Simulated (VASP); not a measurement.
Pt:

```xyz
3
Lattice="0.0000 2.7545 2.7545 2.7545 0.0000 2.7545 2.7545 2.7545 0.0000" Properties=species:S:1:pos:R:3 pbc="T T T"
Pt    4.1318    4.1318    4.1318
Pt    0.0000    0.0000    0.0000
Pt    1.3773    1.3773    1.3773
```

- Program: VASP 6.6.1
- Task: relaxation of cell and atoms
- Functional: PBE
- Potentials or basis: VASP PAW PBE potentials, release 64 (Pt)
- Cutoff: 600 eV
- k mesh: 6 × 6 × 6
- Occupations: gaussian, width 0.1 eV
- Spin: no spin polarisation

At the start: pressure 114.2 GPa; volume 13.93 Å³/atom.

Task: How do energy, volume and symmetry change on relaxing?

Result: Over 8 steps the energy falls by 1236.7 meV/atom and the volume is 18.59 Å³/atom (+33.4 %); space group Fm-3m (No. 225, to 0.05 Å).

The path:
```csv
step,energy change (eV),largest force (eV/Å),pressure (GPa),volume (Å³)
1,0.0000,0.0000,114.24,41.80
2,5.5640,0.0000,-12.70,135.31
3,2.3294,0.0000,-20.14,103.40
4,-0.8695,0.0000,-24.30,80.75
5,-3.6102,0.0000,-9.02,59.15
6,-3.6572,0.0000,8.12,53.63
7,-3.7096,0.0000,-0.80,56.07
8,-3.7102,0.0000,0.19,55.76
```

Final structure:
```
Pt
1.0
     0.00000    3.03216    3.03216
     3.03216    0.00000    3.03216
     3.03216    3.03216    0.00000
Pt
3
Cartesian
  4.5482 4.5482 4.5482
  0.0000 0.0000 0.0000
  1.5161 1.5161 1.5161
```

Caveat: the volume moved by over 15 % at a fixed basis, so the end points are rough.
